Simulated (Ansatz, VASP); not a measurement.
## One calculation of PCS4, two programs

```
P C S
1.0
     0.00000    4.27830    4.27830
     4.27830    0.00000    4.27830
     4.27830    4.27830    0.00000
P C S
1 1 4
Direct
  0.25000 0.25000 0.25000
  0.00000 0.00000 0.00000
  0.82889 0.82889 0.82889
  0.82889 0.82889 0.51333
  0.82889 0.51333 0.82889
  0.51333 0.82889 0.82889
```

Alike in both runs: task single point; functional PBE; dispersion D3(BJ); k mesh 4 × 4 × 4; occupations gaussian, width 0.1 eV; collinear spin.

|  | VASP | Ansatz |
| --- | --- | --- |
| version | VASP 6.6.1 | Ansatz 0.2.0 |
| potentials or method | VASP PAW PBE potentials, release 64 (P, C, S), cutoff 520 eV | scalar-relativistic, plane waves, PAW |
| valence electrons in the cell | 33 | 33 |

```tsv
	VASP	Ansatz	Ansatz less VASP
gap on the k mesh at the Fermi level (eV)	none	none	-
pressure (GPa)	16.1	17.1	+0.97
rms of the force components (eV/Å)	7.121	7.435	+0.3147
net moment per atom (μB)	0.46	0.46	-0.001
size of the moment on the site where the two differ most (μB)	0.90	1.84	+0.943
```

Site moments also hang on the region over which each program counts them. Atom by atom the forces differ by 0.315 eV/Å (rms over components). A gap of «none» marks a metal or a gap that the smearing closes.
